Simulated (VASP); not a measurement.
# KBiO2F2 (P1) in VASP: single point with PBE

Aim: the single point of KBiO2F2 with PBE.

Program: VASP 6.6.1. These are calculated values, not measurements. Logs are shortened: lines on timing, memory, paths and dates and some standing lists are left out, and cuts for length are marked.

## (1) The cell of the first run

The typed cell holds 6 atoms: a = 4.344 Å, b = 4.423 Å, c = 7.050 Å, α = 72.35°, β = 106.96°, γ = 120.66°.

## (2) Single point, PBE

File POSCAR:

```
KBiO2F2
1.0
    1.3865903200     -4.1159780800      0.0559898500
   -0.0242185100      2.3206695400     -3.7646522200
    5.7343408000      4.1019569500     -0.0188935500
F O K Bi
2 2 1 1
Direct
    0.3366790000      0.6927820000      0.0758610000
    0.6289740000      0.4039370000      0.9382840000
    0.0856580000      0.8929300000      0.3080250000
    0.9196620000      0.1110350000      0.6882360000
    0.5039560000      0.4583280000      0.5122780000
    0.0445430000      0.0369680000      0.9849050000
```

File INCAR.step1:

```
SYSTEM = KBiO2F2
  ALGO = Normal
  EDIFF = 1E-6
  ENCUT = 520
  GGA = PE
  ISIF = 2
  ISMEAR = -1
  LASPH = .TRUE.
  LCHARG = .TRUE.
  LREAL = .FALSE.
  LWAVE = .FALSE.
  NBANDS = 34
  NELM = 100
  PREC = Accurate
  SIGMA = 0.1
```

File KPOINTS.step1:

```
Automatic mesh
0
Gamma
  5 5 3
  0 0 0.5
```

File INCAR.step2:

```
SYSTEM = KBiO2F2
  ALGO = Normal
  EDIFF = 1E-6
  ENCUT = 520
  GGA = PE
  ICHARG = 11
  ISIF = 2
  ISMEAR = -5
  LASPH = .TRUE.
  LCHARG = .FALSE.
  LORBIT = 10
  LREAL = .FALSE.
  LWAVE = .FALSE.
  NBANDS = 34
  NEDOS = 1001
  NELM = 100
  PREC = Accurate
  SIGMA = 0.1
```

File KPOINTS.step2:

```
k-points
0
G
  8 8 5
  0 0 0
```

Potentials or basis: VASP PAW PBE potentials, release 64 (F, O, K_sv, Bi_d).

The run is started by

```sh
cat potpaw_PBE.64/F/POTCAR potpaw_PBE.64/O/POTCAR potpaw_PBE.64/K_sv/POTCAR potpaw_PBE.64/Bi_d/POTCAR > POTCAR
cp INCAR.step1 INCAR
cp KPOINTS.step1 KPOINTS
mpirun -np 1 vasp_std > vasp.out
cp INCAR.step2 INCAR
cp KPOINTS.step2 KPOINTS
mpirun -np 1 vasp_std > vasp.out
```

OUTCAR:

```text
SYSTEM = KBiO2F2
   EDIFF = 1E-6
   ENCUT = 520
   GGA = PE
   ICHARG = 11
   ISIF = 2
   ISMEAR = -5
   LASPH = .TRUE.
   LORBIT = 10
   LREAL = .FALSE.
   NELM = 100
   PREC = Accurate

 ion  position               nearest neighbor table
   1  0.337  0.693  0.076-   6 2.29   6 2.71   6 2.82
   2  0.629  0.404  0.938-   6 2.27   6 2.50   5 2.85   6 2.88
   3  0.086  0.893  0.308-   6 2.15   5 2.76   5 2.77
   4  0.920  0.111  0.688-   6 1.97   5 2.65   5 2.74
   5  0.504  0.458  0.512-   4 2.65   4 2.74   3 2.76   3 2.77   2 2.85   6 3.86
   6  0.045  0.037  0.985-   4 1.97   3 2.15   2 2.27   1 2.29   2 2.50   1 2.71   1 2.82   2 2.88
                             5 3.86

  LATTYP: Found a triclinic cell.
 ALAT       =     4.4225219036
 B/A-ratio  =     0.9812823420
 C/A-ratio  =     1.5942184689
 COS(alpha) =     0.0169327771
 COS(beta)  =     0.3031200178
 COS(gamma) =     0.5086600065

  Lattice vectors:

 A1 = (   0.0242185100,  -2.3206695400,   3.7646522200)
 A2 = (  -1.3623718100,   1.7953085400,   3.7086623700)
 A3 = (  -5.7343408000,  -4.1019569500,   0.0188935500)

Analysis of symmetry for initial positions (statically):
=====================================================================
 Subroutine PRICEL returns:
 Original cell was already a primitive cell.

 Routine SETGRP: Setting up the symmetry group for a
 triclinic supercell.

 Subroutine GETGRP returns: Found  1 space group operations
 (whereof  1 operations were pure point group operations)
 out of a pool of  2 trial point group operations.

The static configuration has the point symmetry C_1 .

Analysis of symmetry for dynamics (positions and initial velocities):
=====================================================================
 Subroutine PRICEL returns:
 Original cell was already a primitive cell.

 Routine SETGRP: Setting up the symmetry group for a
 triclinic supercell.

 Subroutine GETGRP returns: Found  1 space group operations
 (whereof  1 operations were pure point group operations)
 out of a pool of  2 trial point group operations.

The dynamic configuration has the point symmetry C_1 .

 Subroutine INISYM returns: Found  1 space group operations
 (whereof  1 operations are pure point group operations),
 and found     1 'primitive' translations

----------------------------------------------------------------------------------------

                                     Primitive cell

  volume of cell :     109.4577

  direct lattice vectors                    reciprocal lattice vectors
     1.386590320 -4.115978080  0.055989850     0.140680807 -0.197229241 -0.122484348
    -0.024218510  2.320669540 -3.764652220     0.001387774 -0.003172573 -0.267593404
     5.734340800  4.101956950 -0.018893550     0.140376548  0.047677550  0.028487128

  length of vectors
     4.343620970  4.422521904  7.050466098     0.271464323  0.267615809  0.150964368

  position of ions in fractional coordinates (direct lattice)
     0.336679000  0.692782000  0.075861000
     0.628974000  0.403937000  0.938284000
     0.085658000  0.892930000  0.308025000
     0.919662000  0.111035000  0.688236000
     0.503956000  0.458328000  0.512278000
     0.044543000  0.036968000  0.984905000

  ion indices of the primitive-cell ions
   primitive index   ion index
                 1           1
                 2           2
                 3           3
                 4           4
                 5           5
                 6           6

----------------------------------------------------------------------------------------

 KPOINTS: k-points

Automatic generation of k-mesh.
 Grid dimensions read from file:
 generate k-points for:    8    8    5

 Generating k-lattice:

  Cartesian coordinates                     Fractional coordinates (reciprocal lattice)
     0.017585101 -0.024653655 -0.015310543     0.125000000  0.000000000 -0.000000000
     0.000173472 -0.000396572 -0.033449176     0.000000000  0.125000000 -0.000000000
     0.028075310  0.009535510  0.005697426    -0.000000000  0.000000000  0.200000000

  Length of vectors
     0.033933040  0.033451976  0.030192874

  Shift w.r.t. Gamma in fractional coordinates (k-lattice)
     0.000000000  0.000000000  0.000000000

 TETIRR: Found    960 inequivalent tetrahedra from     1920

 Subroutine IBZKPT returns following result:
 ===========================================

 Found    162 irreducible k-points:

 Following reciprocal coordinates:
            Coordinates               Weight
  0.000000  0.000000  0.000000      1.000000
  0.125000 -0.000000  0.000000      2.000000
  0.250000 -0.000000  0.000000      2.000000
  0.375000 -0.000000  0.000000      2.000000
  0.500000 -0.000000  0.000000      1.000000
  0.000000  0.125000  0.000000      2.000000
[... 16 lines left out ...]
  0.125000  0.375000  0.000000      2.000000
  0.250000  0.375000 -0.000000      2.000000
 [... further k-points ...]
   k-points           NKPTS =    162   k-points in BZ     NKDIM =    162   number of bands    NBANDS=     34
   number of dos      NEDOS =   1001   number of ions     NIONS =      6
   total plane-waves  NPLWV =  62208
   dimension x,y,z NGX =    32 NGY =   36 NGZ =   54
   dimension x,y,z NGXF=    64 NGYF=   72 NGZF=  108
   ions per type =               2   2   1   1
   NGX,Y,Z   is equivalent  to a cutoff of  12.25, 13.53, 12.73 a.u.
   NGXF,Y,Z  is equivalent  to a cutoff of  24.50, 27.07, 25.47 a.u.
 SYSTEM =  KBiO2F2
   PREC   = accura    normal or accurate (medium, high low for compatibility)
   ISTART =      0    job   : 0-new  1-cont  2-samecut
   ICHARG =     11    charge: 1-file 2-atom 10-const
   ISPIN  =      1    spin polarized calculation?
   LNONCOLLINEAR =      F non collinear calculations
   LSORBIT =      F    spin-orbit coupling
   LASPH  =      T    aspherical Exc in radial PAW
   ENCUT  =  520.0 eV  38.22 Ry    6.18 a.u.   8.08  8.22 13.11*2*pi/ulx,y,z
   NELM   =    100;   NELMIN=  2; NELMDL=  0     # of ELM steps
   EDIFF  = 0.1E-05   stopping-criterion for ELM
   LREAL  =      F    real-space projection
   EDIFFG = 0.1E-04   stopping-criterion for IOM
   NSW    =      0    number of steps for IOM
   IBRION =     -1    ionic relax: 0-MD 1-quasi-New 2-CG
   NFREE  =      0    steps in history (QN), initial steepest desc. (CG)
   ISIF   =      2    stress and relaxation
   ISYM   =      2    0-nonsym 1-usesym 2-fastsym
   POTIM  = 0.5000    time-step for ionic-motion
   TEBEG  =    0.0;   TEEND  =   0.0 temperature during run
   PSTRESS=    0.0 pullay stress
   NELECT =      50.0000    total number of electrons
   NUPDOWN=      -1.0000    fix difference up-down
   EMIN   =  10.00;   EMAX   =-10.00  energy-range for DOS
   EFERMI =   0.00;   METHOD = LEGACY
   ISMEAR =    -5;   SIGMA  =   0.10  broadening in eV -4-tet -1-fermi 0-gaus
   EFERMI_NEDOS =   21; number of points for ismear=-14 and -15
   IALGO  =     38    algorithm
   IMIX   =      4    mixing-type and parameters
     AMIX     =   0.40;   BMIX     =  1.00
     AMIX_MAG =   1.60;   BMIX_MAG =  1.00
  volume/ion in A,a.u.               =      18.24       123.11
  Fermi-wavevector in a.u.,A,eV,Ry     =   1.260809  2.382584 21.628367  1.589640
  Thomas-Fermi vector in A             =   2.394300
   LORBIT       =     10    0 simple, 1 ext, 2 COOP (PROOUT), +10 PAW based schemes
   GGA     = PE    functional components
   LHFCALC =     F    Hartree Fock is set to
   AEXX    =    0.0000 exact exchange contribution
   IVDW    =     0    specifies the selected vdW correction
   LEPSILON=     F    determine dielectric tensor
   LRPA    =     F    only Hartree local field effects (RPA)
 non-spin polarized calculation
 Fermi weights with tetrahedron method with Bloechl corrections
  energy-cutoff  :      520.00
  volume of cell :      109.46
 maximum number of plane-waves:      2969

 number of electron      49.9999997 magnetization

 Free energy of the ion-electron system (eV)
  ---------------------------------------------------
  ext. energy  EPLUGINS =         0.00000000
  ---------------------------------------------------
  free energy    TOTEN  =       -27.05629222 eV

  energy without entropy =      -27.05629222  energy(sigma->0) =      -27.05629222

 E-fermi :   0.1439     XC(G=0):  -8.7249

 val. band max:        0.1355241036   @ k =  -0.0000   0.0000   0.4000
 cond. band min:       0.4212032592   @ k =   0.0000   0.0000   0.0000
 fundamental gap:      0.2856791555
 Fermi energy:         0.1438576376

 k-point     1 :       0.0000    0.0000    0.0000
  band No.  band energies     occupation
      1     -26.6198      2.00000
      2     -22.7759      2.00000
      3     -22.5371      2.00000
      4     -22.3351      2.00000
      5     -22.1435      2.00000
      6     -22.1275      2.00000
[... 26 lines left out ...]
     33      10.5051      0.00000
     34      11.2384      0.00000

 k-point     2 :       0.1250   -0.0000    0.0000
  band No.  band energies     occupation
      1     -26.6179      2.00000
      2     -22.7565      2.00000
      3     -22.5531      2.00000
      4     -22.3365      2.00000
      5     -22.1446      2.00000
      6     -22.1306      2.00000
[... 26 lines left out ...]
     33      10.6445      0.00000
     34      11.5876      0.00000
[... 775 lines left out ...]
     33      11.4449      0.00000
     34      11.6411      0.00000

 k-point    24 :       0.2500    0.3750   -0.0000
  band No.  band energies     occupation
      1     -26.6068      2.00000
      2     -22.6722      2.00000
      3     -22.5692      2.00000
      4     -22.4466      2.00000
      5     -22.1565      2.00000
      6     -22.1397      2.00000
[... 26 lines left out ...]
     33      11.2941      0.00000
     34      11.8421      0.00000

 [... further k-points ...]

------------------------ aborting loop because EDIFF is reached ----------------------------------------

  FORCE on cell =-STRESS in cart. coord.  units (eV):
  Direction    XX          YY          ZZ          XY          YZ          ZX
  --------------------------------------------------------------------------------------
  -------------------------------------------------------------------------------------
  Total       -5.9385386     -1.4558435     -2.5251857     -1.7427782      0.0239581     -1.5167953
  in kB      -86.9248407    -21.3097819    -36.9621850    -25.5097640      0.3506842    -22.2019592
  external PRESSURE =     -48.3989359 kB  Pullay stress =       0.0000000 kB

 VOLUME and BASIS-vectors are now :
 -----------------------------------------------------------------------------
  energy-cutoff  :      520.00
  volume of cell :      109.46
      direct lattice vectors                 reciprocal lattice vectors
     1.386590320 -4.115978080  0.055989850     0.140680807 -0.197229241 -0.122484348
    -0.024218510  2.320669540 -3.764652220     0.001387774 -0.003172573 -0.267593404
     5.734340800  4.101956950 -0.018893550     0.140376548  0.047677550  0.028487128

 POSITION                                       TOTAL-FORCE (eV/Angst)
 -----------------------------------------------------------------------------------
      0.88507      0.53313     -2.59067        -0.849486     -0.308833     -0.059735
      6.24279      2.19736     -1.50319         0.118099      0.094848      0.092558
      1.86347      2.98313     -3.36259        -2.181936     -0.817155     -0.917456
      5.21909     -0.70452     -0.37952         0.535138      0.377952      0.083595
      3.62526      1.09070     -1.70691        -0.382352     -0.131199     -0.343230
      5.70865      3.94249     -0.15529         2.760536      0.784386      1.144268
 -----------------------------------------------------------------------------------
    total drift:                               -0.029316     -0.009756     -0.008833

  FREE ENERGIE OF THE ION-ELECTRON SYSTEM (eV)
  ---------------------------------------------------
  free  energy   TOTEN  =       -27.0562922212 eV

  energy  without entropy=      -27.0562922212  energy(sigma->0) =      -27.05629222

 total charge

# of ion       s       p       d       tot
------------------------------------------
    1        1.744   4.302   0.000   6.046
    2        1.744   4.318   0.000   6.062
    3        1.596   3.220   0.000   4.816
    4        1.596   3.288   0.000   4.884
    5        1.957   5.588   0.026   7.571
    6        1.459   0.943  10.054  12.455
--------------------------------------------------
tot         10.096  21.660  10.080  41.835
```

Run time: 6.8 min. Hardware: 1 thread of AMD EPYC 7R13 (Zen 3), shared host; peak memory 0.61 GiB.

What came out:

```yaml
Valence_electrons_inside_the_program's_atomic_spheres: F 6.05, 6.06; O 4.82, 4.88; K 7.57; Bi 12.46
```

Caveat: spin-orbit coupling is left out, which moves the levels of the heavy elements.
